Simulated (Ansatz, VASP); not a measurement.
C: VASP beside Ansatz

Contents of INCAR:

```
PREC     = Accurate       # precision mode
ENCUT    = 520            # plane-wave cutoff, eV
EDIFF    = 1E-6           # SCF threshold, eV
ISMEAR   = -1             # smearing method
SIGMA    = 0.1            # smearing width, eV
LREAL    = False          # projectors in reciprocal space
LASPH    = True           # aspherical terms in the spheres
NELM     = 100            # most SCF steps
ALGO     = Normal         # electronic algorithm
ISIF     = 2              # what is computed and relaxed
LWAVE    = False          # write WAVECAR
LCHARG   = True           # write CHGCAR
GGA      = CA             # functional
LELF     = True           # ELF
LVHAR    = True         
NBANDS   = 8              # bands
```

File KPOINTS:

```
regular mesh
0
Gamma
  20 20 20
```

The input POSCAR:

```
C
1.0
    1.7443222539      0.0000000000      0.0000000000
    0.0000000000      1.7443222539      0.0000000000
    0.0000000000      0.0000000000      1.7443222539
C
1
Direct
    0.0000000000      0.0000000000      0.0000000000
```

Input for Ansatz:

```yaml
crystal:
  lattice:
    - [1.7443222539, 0.0, 0.0]
    - [0.0, 1.7443222539, 0.0]
    - [0.0, 0.0, 1.7443222539]
  atoms:
    - { symbol: C, position: [0.0, 0.0, 0.0] }
hamiltonian:
  xc: lda
  pseudopotentials:
    kind: paw
    azcp:
      C: "pseudopotentials/C.paw.azcp"
basis:
  ecutwfc: 420
  fft_grid_basis: typed
kpoints:
  mp_grid: { grid: [20, 20, 20], shift: [0, 0, 0] }
magnetization:
  spin_polarized: false
scf:
  occupations: { method: fermi_dirac, width: 0.1 }
  lower_state_search: "off"
output:
  stress: true
  write_density: true
  write_potential: true
  elf: true
  volumetric_format: npy
```

Alike in both runs: task single point; functional LDA; k mesh 20 × 20 × 20; occupations fermi-dirac, width 0.1 eV; no spin polarisation.

|  | VASP | Ansatz |
| --- | --- | --- |
| version | VASP 6.6.1 | Ansatz 0.2.0 |
| potentials or method | VASP PAW LDA potentials, release 64 (C), cutoff 520 eV | plane waves (420 eV) with PAW, scalar-relativistic |
| valence electrons in the cell | 4 | 4 |

Ansatz gave:

* pressure (GPa): 2.7

Estimate VASP's values.

pressure (GPa): 3.7.

Ansatz warns that its potentials were made for another functional, while VASP's fit it. LDA's correlation is that of Perdew and Zunger in VASP and of Perdew and Wang (1992) in Ansatz.
